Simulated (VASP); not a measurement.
# C (R-3m) in VASP: further runs

Runs on C. Level: LDA. Tasks: single point.

All numbers are computed with VASP 6.6.1; they aren't measurements. Logs are shortened: lines on timing, memory, paths and dates and some standing lists are left out, and cuts for length are marked.

### 1 The cell of the first run

Symmetry: R-3m, No. 166, trigonal system. The conventional cell has a = 2.445 Å, b = 2.445 Å, c = 9.918 Å, α = 90.00°, β = 90.00°, γ = 120.00°. Within 1.9 Å of C (site symmetry 3m) lie 3 C at 1.41 Å.

### 2 Single point, LDA

Input file INCAR:

```
ALGO = Normal
EDIFF = 1E-6
ENCUT = 520
ISIF = 2
ISMEAR = 0
LASPH = T
LCHARG = F
LREAL = F
LWAVE = F
NBANDS = 21
NELM = 60
PREC = Accurate
SIGMA = 0.05
```

Input file KPOINTS:

```
k-points
0
Gamma
  12 12 3
```

Input file POSCAR:

```
C
1.0
   -1.2225127310     -2.1174541629      0.0000000000
    1.2225127310     -2.1174541629      0.0000000000
    0.0000000000      0.0000000000      9.9179937839
C
6
Direct
    1.0000000000      1.0000000000      0.1665711723
    0.3333333333      0.3333333333      0.4999045056
    0.6666666667      0.6666666667      0.8332378389
    1.0000000000      1.0000000000      0.8334288277
    0.3333333333      0.3333333333      0.1667621611
    0.6666666667      0.6666666667      0.5000954944
```

Potentials or basis: VASP PAW LDA potentials, release 64 (C).

On the command line:

```sh
cat potpaw_LDA.64/C/POTCAR > POTCAR
mpirun -np 1 vasp_std > vasp.out
```

OUTCAR:

```text
EDIFF = 1E-6
   ENCUT = 520
   ISIF = 2
   ISMEAR = 0
   LASPH = T
   LREAL = F
   NELM = 60
   PREC = Accurate

 ion  position               nearest neighbor table
   1  0.000  0.000  0.167-   5 1.41   5 1.41   5 1.41
   2  0.333  0.333  0.500-   6 1.41   6 1.41   6 1.41
   3  0.667  0.667  0.833-   4 1.41   4 1.41   4 1.41
   4  0.000  0.000  0.833-   3 1.41   3 1.41   3 1.41
   5  0.333  0.333  0.167-   1 1.41   1 1.41   1 1.41
   6  0.667  0.667  0.500-   2 1.41   2 1.41   2 1.41

  LATTYP: Found a hexagonal cell.
 ALAT       =     2.4450254619
 C/A-ratio  =     4.0563969326

  Lattice vectors:

 A1 = (  -1.2225127310,   2.1174541629,   0.0000000000)
 A2 = (  -1.2225127310,  -2.1174541629,   0.0000000000)
 A3 = (   0.0000000000,   0.0000000000,   9.9179937839)

Analysis of symmetry for initial positions (statically):
=====================================================================
 Subroutine PRICEL returns following result:

  LATTYP: Found a trigonal (rhomboedric) cell.
 ALAT       =     3.5947654723
 COS(alpha) =     0.7686893371

  Lattice vectors:

 A1 = (   1.2225127310,  -0.7058180544,  -3.3059979276)
 A2 = (  -1.2225127310,  -0.7058180540,  -3.3059979286)
 A3 = (   0.0000000000,   1.4116361085,  -3.3059979276)

   3 primitive cells build up your supercell.

 Routine SETGRP: Setting up the symmetry group for a
 hexagonal supercell.

 Subroutine GETGRP returns: Found 12 space group operations
 (whereof 12 operations were pure point group operations)
 out of a pool of 24 trial point group operations.

The static configuration has the point symmetry D_3d.

Analysis of symmetry for dynamics (positions and initial velocities):
=====================================================================
 Subroutine PRICEL returns following result:

  LATTYP: Found a trigonal (rhomboedric) cell.
 ALAT       =     3.5947654723
 COS(alpha) =     0.7686893371

  Lattice vectors:

 A1 = (   1.2225127310,  -0.7058180544,  -3.3059979276)
 A2 = (  -1.2225127310,  -0.7058180540,  -3.3059979286)
 A3 = (   0.0000000000,   1.4116361085,  -3.3059979276)

   3 primitive cells build up your supercell.

 Routine SETGRP: Setting up the symmetry group for a
[... 103 lines left out ...]
   LASPH  =      T    aspherical Exc in radial PAW
   ENCUT  =  520.0 eV  38.22 Ry    6.18 a.u.   4.55  4.55 18.44*2*pi/ulx,y,z
   NELM   =     60;   NELMIN=  2; NELMDL= -5     # of ELM steps
   EDIFF  = 0.1E-05   stopping-criterion for ELM
   LREAL  =      F    real-space projection
   EDIFFG = 0.1E-04   stopping-criterion for IOM
   NSW    =      0    number of steps for IOM
   IBRION =     -1    ionic relax: 0-MD 1-quasi-New 2-CG
   NFREE  =      0    steps in history (QN), initial steepest desc. (CG)
   ISIF   =      2    stress and relaxation
   ISYM   =      2    0-nonsym 1-usesym 2-fastsym
   POTIM  = 0.5000    time-step for ionic-motion
   TEBEG  =    0.0;   TEEND  =   0.0 temperature during run
   PSTRESS=    0.0 pullay stress
   NELECT =      24.0000    total number of electrons
   NUPDOWN=      -1.0000    fix difference up-down
   EMIN   =  10.00;   EMAX   =-10.00  energy-range for DOS
   EFERMI =   0.00;   METHOD = LEGACY
   ISMEAR =     0;   SIGMA  =   0.05  broadening in eV -4-tet -1-fermi 0-gaus
   EFERMI_NEDOS =   21; number of points for ismear=-14 and -15
   IALGO  =     38    algorithm
   IMIX   =      4    mixing-type and parameters
     AMIX     =   0.40;   BMIX     =  1.00
     AMIX_MAG =   1.60;   BMIX_MAG =  1.00
  volume/ion in A,a.u.               =       8.56        57.75
  Fermi-wavevector in a.u.,A,eV,Ry     =   1.270491  2.400879 21.961799  1.614147
  Thomas-Fermi vector in A             =   2.403475
   LORBIT       =      0    0 simple, 1 ext, 2 COOP (PROOUT), +10 PAW based schemes
   GGA     = CA    functional components
   LHFCALC =     F    Hartree Fock is set to
   AEXX    =    0.0000 exact exchange contribution
   IVDW    =     0    specifies the selected vdW correction
   LEPSILON=     F    determine dielectric tensor
   LRPA    =     F    only Hartree local field effects (RPA)
 non-spin polarized calculation
 Gauss-broadening in eV      SIGMA  =   0.05
  energy-cutoff  :      520.00
  volume of cell :       51.35
 maximum number of plane-waves:      1407
   NGX =  9   NGY =  9   NGZ = 37

 number of electron      23.9999994 magnetization

 Free energy of the ion-electron system (eV)
  ---------------------------------------------------
  ext. energy  EPLUGINS =         0.00000000
  ---------------------------------------------------
  free energy    TOTEN  =       -60.66981922 eV

  energy without entropy =      -60.66981922  energy(sigma->0) =      -60.66981922

 E-fermi :   4.7307     XC(G=0): -10.8993

 val. band max:        4.4672216792   @ k =  -0.3333   0.3333   0.0000
 cond. band min:       5.1932056883   @ k =  -0.3333   0.3333   0.0000
 fundamental gap:      0.7259840091
 Fermi energy:         4.7306660666

 k-point     1 :       0.0000    0.0000    0.0000
  band No.  band energies     occupation
      1     -14.8090      2.00000
      2     -14.5483      2.00000
      3     -14.5483      2.00000
      4      -3.5066      2.00000
      5      -3.5066      2.00000
      6      -1.7816      2.00000
[... 565 lines left out ...]
     20      14.5914      0.00000
     21      15.5948      0.00000

 [... further k-points ...]

------------------------ aborting loop because EDIFF is reached ----------------------------------------

  FORCE on cell =-STRESS in cart. coord.  units (eV):
  Direction    XX          YY          ZZ          XY          YZ          ZX
  --------------------------------------------------------------------------------------
  -------------------------------------------------------------------------------------
  Total        0.4110682      0.4110682     -0.0439009      0.0000000      0.0000000     -0.0000000
  in kB       12.8263556     12.8263556     -1.3698180      0.0000000      0.0000000     -0.0000000
  external PRESSURE =       8.0942977 kB  Pullay stress =       0.0000000 kB

 VOLUME and BASIS-vectors are now :
 -----------------------------------------------------------------------------
  energy-cutoff  :      520.00
  volume of cell :       51.35
      direct lattice vectors                 reciprocal lattice vectors
    -1.222512731 -2.117454163  0.000000000    -0.408993696 -0.236132620  0.000000000
     1.222512731 -2.117454163  0.000000000     0.408993696 -0.236132620  0.000000000
     0.000000000  0.000000000  9.917993784     0.000000000  0.000000000  0.100826843

 POSITION                                       TOTAL-FORCE (eV/Angst)
 -----------------------------------------------------------------------------------
      0.00000      0.00000      1.65205        -0.000000      0.000000     -0.000115
      0.00000     -1.41164      4.95805         0.000000      0.000000     -0.000115
      0.00000     -2.82327      8.26405        -0.000000      0.000000     -0.000115
      0.00000      0.00000      8.26594         0.000000     -0.000000      0.000115
      0.00000     -1.41164      1.65395        -0.000000     -0.000000      0.000115
      0.00000     -2.82327      4.95994         0.000000     -0.000000      0.000115
 -----------------------------------------------------------------------------------
    total drift:                               -0.000000     -0.000000      0.000000

  FREE ENERGIE OF THE ION-ELECTRON SYSTEM (eV)
  ---------------------------------------------------
  free  energy   TOTEN  =       -60.6698192170 eV

  energy  without entropy=      -60.6698192170  energy(sigma->0) =      -60.66981922
```

OSZICAR:

```text
N       E                     dE             d eps       ncg     rms          rms(c)
DAV:   1     0.596663072624E+02    0.59666E+02   -0.12684E+04  2100   0.107E+03
DAV:   2    -0.599946184459E+02   -0.11966E+03   -0.11280E+03  2751   0.221E+02
DAV:   3    -0.649405185956E+02   -0.49459E+01   -0.49217E+01  2610   0.422E+01
DAV:   4    -0.649980073233E+02   -0.57489E-01   -0.57454E-01  3026   0.534E+00
DAV:   5    -0.649987689577E+02   -0.76163E-03   -0.76150E-03  2776   0.556E-01    0.116E+01
DAV:   6    -0.616826910964E+02    0.33161E+01   -0.28164E+00  2472   0.895E+00    0.657E+00
DAV:   7    -0.606690057715E+02    0.10137E+01   -0.31247E+00  2382   0.965E+00    0.178E+00
DAV:   8    -0.606725988085E+02   -0.35930E-02   -0.16990E-01  2534   0.216E+00    0.422E-01
DAV:   9    -0.606698785833E+02    0.27202E-02   -0.55997E-03  2738   0.445E-01    0.127E-01
DAV:  10    -0.606698272256E+02    0.51358E-04   -0.74173E-04  2700   0.153E-01    0.798E-02
DAV:  11    -0.606698192140E+02    0.80116E-05   -0.29944E-05  2656   0.312E-02    0.107E-02
DAV:  12    -0.606698192170E+02   -0.30486E-08   -0.54644E-07  2031   0.473E-03
   1 F= -.60669819E+02 E0= -.60669819E+02  d E =-.374052E-15
```

Wall time 69 s (1 thread of Intel Xeon 8259CL, shared host); peak memory 0.16 GiB.

What came out:

| Property | Result |
| --- | --- |
| Free energy | -60.6698 eV |
| Pressure | 0.8 GPa |

### 3 Single point, LDA (8.04 Å³/atom)

Input file INCAR:

```
ALGO = Normal
EDIFF = 1E-6
ENCUT = 520
GGA = CA
ISIF = 2
ISMEAR = 0
LASPH = T
LCHARG = T
LELF = T
LREAL = F
LVHAR = T
LWAVE = F
NBANDS = 11
NELM = 100
PREC = Accurate
SIGMA = 0.02
```

Input file KPOINTS:

```
k-points
0
Gamma
  12 12 12
```

Input file POSCAR:

```
C
1.0
    1.2198815913      0.7042989651      3.1210591254
   -1.2198815913      0.7042989651      3.1210591254
    0.0000000000     -1.4085979303      3.1210591254
C
2
Direct
    0.8334917565      0.8334917565      0.8334917565
    0.1665082435      0.1665082435      0.1665082435
```

Potentials or basis: VASP PAW LDA potentials, release 64 (C).

On the command line:

```sh
cat potpaw_LDA.64/C/POTCAR > POTCAR
mpirun -np 1 vasp_std > vasp.out
```

It took 47 s on 1 thread of Intel Xeon 8259CL, shared host; peak memory 0.15 GiB.

It converged, with:

```yaml
Free_energy: -20.2146 eV
Pressure: 3.7 GPa
```

Stress tensor (GPa, compression positive):
```
4.14 0.00 0.00
0.00 4.14 0.00
0.00 0.00 2.67
```

Caveat: the cell stands under pressure.

### 4 Single point, LDA (8.30 Å³/atom)

Input file INCAR:

```
SYSTEM = C
PREC = Accurate
ENCUT = 520
EDIFF = 1E-7
ISMEAR = 0
SIGMA = 0.02
LREAL = .FALSE.
LASPH = .TRUE.
NELM = 60
ALGO = Normal
ISIF = 2
LWAVE = .FALSE.
LCHARG = .FALSE.
GGA = CA
NBANDS = 11
```

Input file KPOINTS:

```
regular mesh
0
G
  12 12 12
  0 0 0
```

Input file POSCAR:

```
C
1.0
    1.2214093933      0.7051810420      3.2126152802
   -1.2214093933      0.7051810420      3.2126152802
    0.0000000000     -1.4103620841      3.2126152802
C
2
Direct
    0.8334545260      0.8334545260      0.8334545260
    0.1665454740      0.1665454740      0.1665454740
```

On the command line:

```sh
cat potpaw_LDA.64/C/POTCAR > POTCAR
mpirun -np 1 vasp_std > vasp.out
```

It took 48 s on 1 thread of Intel Xeon 8259CL, shared host; peak memory 0.15 GiB.

It converged, with:

| Quantity | Value |
| --- | --- |
| Free energy | -20.2212 eV |
| Pressure | 2.0 GPa |

Stress tensor (GPa, compression positive):
```
2.44 0.00 0.00
0.00 2.44 0.00
0.00 0.00 1.02
```

### 5 Single point, LDA

This run uses another cell than the first one: it holds 2 atoms, not 6.

Input file INCAR:

```
SYSTEM = C
PREC     = Accurate       ! precision mode
ENCUT    = 520            ! plane-wave cutoff, eV
EDIFF    = 1E-7           ! SCF threshold, eV
ISMEAR   = 0              ! smearing method
SIGMA    = 0.02           ! smearing width, eV
LREAL    = .False.        ! projectors in reciprocal space
LASPH    = .True.         ! aspherical terms in the spheres
NELM     = 100            ! most SCF steps
ALGO     = Normal         ! electronic algorithm
ISIF     = 2              ! what is computed and relaxed
LWAVE    = .False.        ! write WAVECAR
LCHARG   = .False.        ! write CHGCAR
GGA      = CA             ! functional
NBANDS   = 11             ! bands
```

Input file KPOINTS:

```
regular mesh
0
Gamma
  12 12 12
  0 0 0
```

Input file POSCAR:

```
C
1.0
    1.2225127627      0.7058180726      3.3059988199
   -1.2225127627      0.7058180726      3.3059988199
    0.0000000000     -1.4116361453      3.3059988199
C
2
Direct
    0.8334288271      0.8334288271      0.8334288271
    0.1665711729      0.1665711729      0.1665711729
```

On the command line:

```sh
cat potpaw_LDA.64/C/POTCAR > POTCAR
mpirun -np 1 vasp_std > vasp.out
```

Run time: 50 s. Hardware: 1 thread of Intel Xeon 8259CL, shared host; peak memory 0.15 GiB.

The run converged. Its results:

- Free energy: -20.2233 eV
- Pressure: 0.8 GPa

Stress tensor (GPa, compression positive):
```
 1.29  0.00  0.00
 0.00  1.29  0.00
 0.00  0.00 -0.13
```

### 6 Summary

```tsv
cell	k mesh	smearing	pressure (GPa)
a = 2.445, b = 2.445, c = 9.918 Å, angles 90.0, 90.0, 60.0°, 6 atoms, atomic positions A	12 × 12 × 3	gaussian 0.05 eV	0.8
a = 3.424 Å, angles 41.7°, 2 atoms, atomic positions B	12 × 12 × 12	gaussian 0.02 eV	3.7
a = 3.509 Å, angles 40.7°, 2 atoms, atomic positions B	12 × 12 × 12	gaussian 0.02 eV	2.0
a = 3.595 Å, angles 39.8°, 2 atoms, atomic positions B	12 × 12 × 12	gaussian 0.02 eV	0.8
```

Alike in all rows: task single point; level LDA; potentials or basis VASP PAW LDA potentials, release 64 (C); no spin polarisation; cutoff (eV) 520.

Caveats: the cell stands under pressure (at least some runs).

Absolute energies hang on the potentials; compare differences alone.
